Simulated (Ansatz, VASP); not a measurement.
**Two plane-wave programs on CO2**

```
CELL_PARAMETERS angstrom
-1.97473 1.97473 3.01406
1.97473 -1.97473 3.01406
1.97473 1.97473 -3.01406
ATOMIC_POSITIONS crystal
O 0.87500 0.95980 0.58480
O 0.37500 0.29020 0.41520
O 0.04020 0.62500 0.91520
O 0.70980 0.12500 0.08480
C 0.00000 0.00000 0.00000
C 0.75000 0.25000 0.50000
```

Alike in both runs: task single point; functional PBE; k mesh 9 × 9 × 9; occupations gaussian, width 0.014 eV; no spin polarisation.

```csv
,VASP,Ansatz
version,VASP 6.6.1,Ansatz 0.2.0
potentials or method,"VASP PAW PBE potentials, release 64 (O, C)",Ansatz PAW
plane-wave cutoff (eV),520,420
valence electrons in the cell,32,32
```

```csv
,VASP,Ansatz,Ansatz less VASP
gap on the k mesh at the Fermi level (eV),7.66,7.72,+0.058
least direct gap on the mesh (eV),8.09,8.15,+0.067
pressure (GPa),0.9,-0.4,-1.39
"traceless stress, the component that is largest in VASP (GPa)",-1.17,-1.03,+0.141
rms of the force components (eV/Å),0.029,0.008,-0.0208
```

Atom by atom the forces differ by 0.036 eV/Å (rms over components).

Noted on Ansatz's run: Pulay correction over one GPa; odd divisions of the mesh miss points on the zone boundary, where band edges often lie, so the gap on the mesh can be too wide.
